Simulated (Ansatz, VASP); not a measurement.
**CaO: VASP beside Ansatz**

File INCAR:

```
SYSTEM = CaO
  PREC = Accurate
  ENCUT = 520
  EDIFF = 1E-6
  ISMEAR = 0
  SIGMA = 0.05
  LREAL = .False.
  LASPH = .True.
  NELM = 100
  ALGO = Normal
  ISIF = 2
  LWAVE = .False.
  LCHARG = .True.
  GGA = PE
  LELF = .True.
  LVHAR = .True.
  NBANDS = 24
```

File KPOINTS:

```
regular mesh
0
Gamma
  9 9 6
  0 0 0
```

Contents of POSCAR:

```
CaO
1.0
    3.7377624841      0.0000000000      0.0000000000
   -1.8688812420      3.7454279700      0.0000000000
    0.0000000000      0.0000000000      4.7438152858
Ca O
2 2
Direct
    0.3333333333      0.6666666667      0.7500000000
    0.6666666667      0.3333333333      0.2500000000
    0.3333333333      0.6666666667      0.2500000000
    0.6666666667      0.3333333333      0.7500000000
```

Input for Ansatz:

```yaml
crystal:
  lattice:
    - [3.7377624841, 0.0, 0.0]
    - [-1.868881242, 3.74542797, 0.0]
    - [0.0, 0.0, 4.7438152858]
  atoms:
    - { symbol: Ca, position: [0.3333333333, 0.6666666667, 0.75] }
    - { symbol: Ca, position: [0.6666666667, 0.3333333333, 0.25] }
    - { symbol: O, position: [0.3333333333, 0.6666666667, 0.25] }
    - { symbol: O, position: [0.6666666667, 0.3333333333, 0.75] }
basis:
  ecutwfc: 520.0
kpoints:
  mp_grid: { grid: [9, 9, 6] }
hamiltonian:
  xc: pbe
scf:
  occupations: { method: gaussian, width: 0.05 }
output:
  forces: true
  stress: true
  eigenvalues: true
```

Change from the starting cell: strain +e along x and -e along y -0.0733, strain +e along z and -e/2 along x and y -0.0133.

Alike in both runs: task single point; functional PBE; k mesh 9 × 9 × 6; occupations gaussian, width 0.05 eV; no spin polarisation.

|  | VASP | Ansatz |
| --- | --- | --- |
| version | VASP 6.6.1 | Ansatz 0.2.0 |
| potentials or method | VASP PAW PBE potentials, release 64 (Ca_sv, O), cutoff 520 eV | scalar-relativistic, plane waves, PAW |
| valence electrons in the cell | 32 | 32 |

Ansatz gave:

```
gap on the k mesh at the Fermi level (eV)                     : 3.13
least direct gap on the mesh (eV)                             : 3.13
pressure (GPa)                                                : 1.3
traceless stress, the component that is largest in VASP (GPa) : -5.37
rms of the force components (eV/Å)                            : 0.330
```

**Question.** Estimate VASP's values.

**Answer.** gap on the k mesh at the Fermi level (eV): 3.12; least direct gap on the mesh (eV): 3.12; pressure (GPa): 1.8; traceless stress, the component that is largest in VASP (GPa): -5.50; rms of the force components (eV/Å): 0.350.

Atom by atom the forces differ by 0.020 eV/Å (rms over components). The functional is the same, so the differences come from potentials, cutoffs and numerics.
